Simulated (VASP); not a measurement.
A run of VASP 6.6.1 is set up as follows.

The input INCAR:

```
SYSTEM = SiSb2
ALGO = Normal
EDIFF = 1E-7
ENCUT = 520
GGA = PE
ISIF = 2
ISMEAR = 0
LASPH = .TRUE.
LCHARG = .FALSE.
LREAL = .FALSE.
LWAVE = .FALSE.
NBANDS = 23
NELM = 60
PREC = Accurate
SIGMA = 0.1
```

The input KPOINTS:

```
k-points
0
G
  4 4 2
  0 0 0
```

The input POSCAR:

```
SiSb2
1.0
    4.1552415215      0.0000000000      0.0000000000
    0.0000000000      4.1552415215      0.0000000000
    0.0000000000      0.0000000000      8.4305419702
Si Sb
2 4
Direct
    0.5000000000      0.0000000000      0.3151617566
    0.0000000000      0.5000000000      0.6848382434
    0.0000000000      0.0000000000      0.0000000000
    0.5000000000      0.5000000000      0.0000000000
    0.5000000000      0.0000000000      0.6447140648
    0.0000000000      0.5000000000      0.3552859352
```

Potentials or basis: VASP PAW PBE potentials, release 64 (Si, Sb).

Run with:

```sh
$ cat potpaw_PBE.64/Si/POTCAR potpaw_PBE.64/Sb/POTCAR > POTCAR
$ mpirun -np 1 vasp_std > vasp.out
```

Question: Estimate the band gap on the k mesh.

Answer: Zero (bands 14 and 15 overlap by 1.37 eV).

Question: What does it give for the largest force?

Answer: 0.039 eV/Å.

Stress tensor (GPa, compression positive):
```
 0.29  0.00  0.00
 0.00  0.29  0.00
 0.00  0.00 -0.25
```

Caveat: the k points lie up to 0.38 Å⁻¹ apart, too coarse for converged energies and pressures of a metal; spin-orbit coupling is left out, which moves the levels of the heavy elements.
